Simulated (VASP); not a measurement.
# VN in VASP: single point with PBEsol

Aim: the single point of VN with PBEsol.

All numbers are computed with VASP 6.6.1; they aren't measurements. Logs are shortened: lines on timing, memory, paths and dates and some standing lists are left out, and cuts for length are marked.

### 1 The cell of the first run

The cell holds a slab with vacuum, 14 atoms: a = 2.880 Å, b = 2.880 Å, c = 27.219 Å, α = 90.00°, β = 90.00°, γ = 90.00°.

### 2 Single point, PBEsol

INCAR

```
PREC = Accurate ; ENCUT = 520
EDIFF = 1E-7 ; ISMEAR = 0
SIGMA = 0.1 ; LREAL = False
LASPH = True ; NELM = 80
ALGO = Normal ; ISIF = 2
LWAVE = False ; LCHARG = False
LDIPOL = True ; IDIPOL = 3
DIPOL = 0.5 0.5 0.500 ; GGA = PS
NBANDS = 76
```

KPOINTS

```
Automatic mesh
0
Gamma
  12 12 1
```

POSCAR

```
VN
1.0
    2.8799338846      0.0000000000      0.0000000000
    0.0000000000      2.8799338846      0.0000000000
    0.0000000000      0.0000000000     27.2185246752
V N
7 7
Direct
    0.5000000000      0.5000000000      0.2755476312
    0.0000000000      0.0000000000      0.3503650875
    0.5000000000      0.5000000000      0.4251825437
    0.0000000000      0.0000000000      0.5000000000
    0.5000000000      0.5000000000      0.5748174563
    0.0000000000      0.0000000000      0.6496349125
    0.5000000000      0.5000000000      0.7244523688
    0.0000000000      0.0000000000      0.2755476312
    0.5000000000      0.5000000000      0.3503650875
    0.0000000000      0.0000000000      0.4251825437
    0.5000000000      0.5000000000      0.5000000000
    0.0000000000      0.0000000000      0.5748174563
    0.5000000000      0.5000000000      0.6496349125
    0.0000000000      0.0000000000      0.7244523688
```

Potentials or basis: VASP PAW PBE potentials, release 64 (V_sv, N).

Launch:

```bash
$ cat potpaw_PBE.64/V_sv/POTCAR potpaw_PBE.64/N/POTCAR > POTCAR
$ mpirun -np 1 vasp_std > vasp.out
```

OUTCAR:

```text
PREC = Accurate
   ENCUT = 520
   EDIFF = 1E-7
   ISMEAR = 0
   LREAL = False
   LASPH = True
   NELM = 80
   ISIF = 2
   GGA = PS

 ion  position               nearest neighbor table
   1  0.500  0.500  0.276-   8 2.04   8 2.04   8 2.04   8 2.04   9 2.04   2 2.88   2 2.88   2 2.88
                             2 2.88
   2  0.000  0.000  0.350-  10 2.04   9 2.04   9 2.04   9 2.04   9 2.04   8 2.04   3 2.88   3 2.88
                             3 2.88   3 2.88   1 2.88   1 2.88   1 2.88   1 2.88
   3  0.500  0.500  0.425-   9 2.04  10 2.04  10 2.04  10 2.04  10 2.04  11 2.04   2 2.88   2 2.88
                             2 2.88   2 2.88   4 2.88   4 2.88   4 2.88   4 2.88
   4  0.000  0.000  0.500-  11 2.04  11 2.04  11 2.04  11 2.04  12 2.04  10 2.04   5 2.88   5 2.88
                             3 2.88   5 2.88   3 2.88   3 2.88   5 2.88   3 2.88
   5  0.500  0.500  0.575-  13 2.04  12 2.04  12 2.04  12 2.04  12 2.04  11 2.04   6 2.88   6 2.88
                             6 2.88   6 2.88   4 2.88   4 2.88   4 2.88   4 2.88
   6  0.000  0.000  0.650-  12 2.04  13 2.04  13 2.04  13 2.04  13 2.04  14 2.04   5 2.88   5 2.88
                             5 2.88   5 2.88   7 2.88   7 2.88   7 2.88   7 2.88
   7  0.500  0.500  0.724-  14 2.04  14 2.04  14 2.04  14 2.04  13 2.04   6 2.88   6 2.88   6 2.88
                             6 2.88
   8  0.000  0.000  0.276-   1 2.04   1 2.04   1 2.04   1 2.04   2 2.04
   9  0.500  0.500  0.350-   3 2.04   2 2.04   2 2.04   2 2.04   2 2.04   1 2.04
  10  0.000  0.000  0.425-   2 2.04   3 2.04   3 2.04   3 2.04   3 2.04   4 2.04
  11  0.500  0.500  0.500-   4 2.04   4 2.04   4 2.04   4 2.04   5 2.04   3 2.04
  12  0.000  0.000  0.575-   6 2.04   5 2.04   5 2.04   5 2.04   5 2.04   4 2.04
  13  0.500  0.500  0.650-   5 2.04   6 2.04   6 2.04   6 2.04   6 2.04   7 2.04
  14  0.000  0.000  0.724-   7 2.04   7 2.04   7 2.04   7 2.04   6 2.04

  LATTYP: Found a simple tetragonal cell.
 ALAT       =     2.8799338846
 C/A-ratio  =     9.4510935896

  Lattice vectors:

 A1 = (   2.8799338846,   0.0000000000,   0.0000000000)
 A2 = (   0.0000000000,   2.8799338846,   0.0000000000)
 A3 = (   0.0000000000,   0.0000000000,  27.2185246752)

Analysis of symmetry for initial positions (statically):
=====================================================================
 Subroutine PRICEL returns:
 Original cell was already a primitive cell.

 Routine SETGRP: Setting up the symmetry group for a
 simple tetragonal supercell.

 Subroutine GETGRP returns: Found 16 space group operations
 (whereof 16 operations were pure point group operations)
 out of a pool of 16 trial point group operations.

The static configuration has the point symmetry D_4h.

Analysis of symmetry for dynamics (positions and initial velocities):
=====================================================================
 Subroutine PRICEL returns:
 Original cell was already a primitive cell.

 Routine SETGRP: Setting up the symmetry group for a
 simple tetragonal supercell.

 Subroutine GETGRP returns: Found 16 space group operations
 (whereof 16 operations were pure point group operations)
 out of a pool of 16 trial point group operations.

The dynamic configuration has the point symmetry D_4h.

 Subroutine INISYM returns: Found 16 space group operations
 (whereof 16 operations are pure point group operations),
 and found     1 'primitive' translations

----------------------------------------------------------------------------------------

                                     Primitive cell

  volume of cell :     225.7510

  direct lattice vectors                    reciprocal lattice vectors
     2.879933885  0.000000000  0.000000000     0.347230193  0.000000000  0.000000000
     0.000000000  2.879933885  0.000000000     0.000000000  0.347230193  0.000000000
     0.000000000  0.000000000 27.218524675     0.000000000  0.000000000  0.036739684

  length of vectors
     2.879933885  2.879933885 27.218524675     0.347230193  0.347230193  0.036739684

  position of ions in fractional coordinates (direct lattice)
     0.500000000  0.500000000  0.275547631
     0.000000000  0.000000000  0.350365088
     0.500000000  0.500000000  0.425182544
     0.000000000  0.000000000  0.500000000
     0.500000000  0.500000000  0.574817456
[... 50 lines left out ...]

 Found     28 irreducible k-points:

 Following reciprocal coordinates:
            Coordinates               Weight
  0.000000  0.000000  0.000000      1.000000
  0.083333  0.000000  0.000000      4.000000
  0.166667  0.000000  0.000000      4.000000
  0.250000  0.000000  0.000000      4.000000
  0.333333  0.000000  0.000000      4.000000
  0.416667  0.000000  0.000000      4.000000
[... 16 lines left out ...]
  0.333333  0.333333  0.000000      4.000000
  0.416667  0.333333  0.000000      8.000000
 [... further k-points ...]
   k-points           NKPTS =     28   k-points in BZ     NKDIM =     28   number of bands    NBANDS=     76
   number of dos      NEDOS =    301   number of ions     NIONS =     14
   total plane-waves  NPLWV = 120960
   dimension x,y,z NGX =    24 NGY =   24 NGZ =  210
   dimension x,y,z NGXF=    48 NGYF=   48 NGZF=  420
   ions per type =               7   7
   NGX,Y,Z   is equivalent  to a cutoff of  13.85, 13.85, 12.83 a.u.
   NGXF,Y,Z  is equivalent  to a cutoff of  27.71, 27.71, 25.65 a.u.
 SYSTEM =  unknown system
   PREC   = accura    normal or accurate (medium, high low for compatibility)
   ISTART =      0    job   : 0-new  1-cont  2-samecut
   ICHARG =      2    charge: 1-file 2-atom 10-const
   ISPIN  =      1    spin polarized calculation?
   LNONCOLLINEAR =      F non collinear calculations
   LSORBIT =      F    spin-orbit coupling
   LASPH  =      T    aspherical Exc in radial PAW
   ENCUT  =  520.0 eV  38.22 Ry    6.18 a.u.   5.35  5.35 50.61*2*pi/ulx,y,z
   NELM   =     80;   NELMIN=  2; NELMDL= -5     # of ELM steps
   EDIFF  = 0.1E-06   stopping-criterion for ELM
   LREAL  =      F    real-space projection
   EDIFFG = 0.1E-05   stopping-criterion for IOM
   NSW    =      0    number of steps for IOM
   IBRION =     -1    ionic relax: 0-MD 1-quasi-New 2-CG
   NFREE  =      0    steps in history (QN), initial steepest desc. (CG)
   ISIF   =      2    stress and relaxation
   ISYM   =      2    0-nonsym 1-usesym 2-fastsym
   POTIM  = 0.5000    time-step for ionic-motion
   TEBEG  =    0.0;   TEEND  =   0.0 temperature during run
   PSTRESS=    0.0 pullay stress
   NELECT =     126.0000    total number of electrons
   NUPDOWN=      -1.0000    fix difference up-down
   EMIN   =  10.00;   EMAX   =-10.00  energy-range for DOS
   EFERMI =   0.00;   METHOD = LEGACY
   ISMEAR =     0;   SIGMA  =   0.10  broadening in eV -4-tet -1-fermi 0-gaus
   EFERMI_NEDOS =   21; number of points for ismear=-14 and -15
   IALGO  =     38    algorithm
   IMIX   =      4    mixing-type and parameters
     AMIX     =   0.40;   BMIX     =  1.00
     AMIX_MAG =   1.60;   BMIX_MAG =  1.00
  volume/ion in A,a.u.               =      16.13       108.82
  Fermi-wavevector in a.u.,A,eV,Ry     =   1.347892  2.547147 24.719245  1.816813
  Thomas-Fermi vector in A             =   2.475606
   LORBIT       =      0    0 simple, 1 ext, 2 COOP (PROOUT), +10 PAW based schemes
   GGA     = PS    functional components
   LHFCALC =     F    Hartree Fock is set to
   AEXX    =    0.0000 exact exchange contribution
   IVDW    =     0    specifies the selected vdW correction
   LEPSILON=     F    determine dielectric tensor
   LRPA    =     F    only Hartree local field effects (RPA)
 non-spin polarized calculation
 Gauss-broadening in eV      SIGMA  =   0.10
  energy-cutoff  :      520.00
  volume of cell :      225.75
 maximum number of plane-waves:      6135
 NGX is ok and might be reduce to    24
   NGX = 11   NGY = 11   NGZ =101

 dipolmoment           0.000000      0.000000      0.000000 electrons x Angstroem

 number of electron     125.9999970 magnetization

 dipolmoment           0.000000      0.000000     -0.000000 electrons x Angstroem

 Free energy of the ion-electron system (eV)
  ---------------------------------------------------
  ext. energy  EPLUGINS =         0.00000000
  ---------------------------------------------------
  free energy    TOTEN  =      -142.29211802 eV

  energy without entropy =     -142.22725068  energy(sigma->0) =     -142.25968435

 E-fermi :   4.8680     XC(G=0):  -8.0737

 val. band max:        4.8677790677   @ k =   0.4167   0.2500   0.0000
 cond. band min:       4.8713701418   @ k =   0.3333   0.1667   0.0000
 fundamental gap:      0.0035910741
 Fermi energy:         4.8679930097

 k-point     1 :       0.0000    0.0000    0.0000
  band No.  band energies     occupation
      1     -60.2844      2.00000
      2     -60.2596      2.00000
      3     -60.2010      2.00000
      4     -60.1799      2.00000
      5     -60.1753      2.00000
      6     -60.1244      2.00000
[... 1861 lines left out ...]
     74       6.2612      0.00000
     75       6.2750      0.00000

 [... further k-points ...]

 [bands above 75 left out]

------------------------ aborting loop because EDIFF is reached ----------------------------------------

 vacuum level on the upper side and lower side of the slab       (xc-potential included)        -0.161        -0.161

  FORCE on cell =-STRESS in cart. coord.  units (eV):
  Direction    XX          YY          ZZ          XY          YZ          ZX
  --------------------------------------------------------------------------------------
  -------------------------------------------------------------------------------------
  Total       -5.9481785     -5.9481785     -2.3284108      0.0000000      0.0000000      0.0000000
  in kB      -42.2148214    -42.2148214    -16.5249662      0.0000000      0.0000000      0.0000000
  external PRESSURE =     -33.6515364 kB  Pullay stress =       0.0000000 kB

 VOLUME and BASIS-vectors are now :
 -----------------------------------------------------------------------------
  energy-cutoff  :      520.00
  volume of cell :      225.75
      direct lattice vectors                 reciprocal lattice vectors
     2.879933885  0.000000000  0.000000000     0.347230193  0.000000000  0.000000000
     0.000000000  2.879933885  0.000000000     0.000000000  0.347230193  0.000000000
     0.000000000  0.000000000 27.218524675     0.000000000  0.000000000  0.036739684

 POSITION                                       TOTAL-FORCE (eV/Angst)
 -----------------------------------------------------------------------------------
      1.43997      1.43997      7.50000         0.000000     -0.000000      2.498983
      0.00000      0.00000      9.53642         0.000000      0.000000     -0.188346
      1.43997      1.43997     11.57284         0.000000     -0.000000      0.242653
      0.00000      0.00000     13.60926         0.000000      0.000000     -0.000000
      1.43997      1.43997     15.64568         0.000000     -0.000000     -0.242653
      0.00000      0.00000     17.68210         0.000000      0.000000      0.188346
      1.43997      1.43997     19.71852        -0.000000     -0.000000     -2.498983
      0.00000      0.00000      7.50000        -0.000000      0.000000     -1.562540
      1.43997      1.43997      9.53642        -0.000000      0.000000     -1.134403
      0.00000      0.00000     11.57284        -0.000000      0.000000      0.132060
      1.43997      1.43997     13.60926         0.000000      0.000000     -0.000000
      0.00000      0.00000     15.64568         0.000000      0.000000     -0.132060
      1.43997      1.43997     17.68210         0.000000      0.000000      1.134403
      0.00000      0.00000     19.71852         0.000000      0.000000      1.562540
 -----------------------------------------------------------------------------------
    total drift:                                0.000000      0.000000     -0.000000

  FREE ENERGIE OF THE ION-ELECTRON SYSTEM (eV)
  ---------------------------------------------------
  free  energy   TOTEN  =      -142.2921180205 eV

  energy  without entropy=     -142.2272506774  energy(sigma->0) =     -142.25968435

 vacuum level on the upper side and lower side of the slab         8.127         8.127
```

Wall time 30 min (1 thread of Intel Xeon Platinum 8259CL at 2.50GHz (Skylake/Cascade Lake), shared host); peak memory 0.53 GiB.

Results:

| Item | Value |
| --- | --- |
| Free energy | -142.2921 eV |
| Largest force | 2.499 eV/Å |
| Band gap on the k mesh | zero (band 63 reaches 5.38 eV, above the bottom of band 64 at 3.65 eV) |

Forces on the atoms (eV/Å):
```
V    0.000  0.000  2.499
V    0.000  0.000 -0.188
V    0.000  0.000  0.243
V    0.000  0.000  0.000
V    0.000  0.000 -0.243
V    0.000  0.000  0.188
V    0.000  0.000 -2.499
N    0.000  0.000 -1.563
N    0.000  0.000 -1.134
N    0.000  0.000  0.132
N    0.000  0.000  0.000
N    0.000  0.000 -0.132
N    0.000  0.000  1.134
N    0.000  0.000  1.563
```

Caveat: the PAW data sets were made with another functional, which shifts forces and pressure a little; the run has no spin polarisation, though such a crystal can be magnetic. With open d or f shells a metallic result of PBEsol can be an artefact of self-interaction; +U or a hybrid may open a gap.
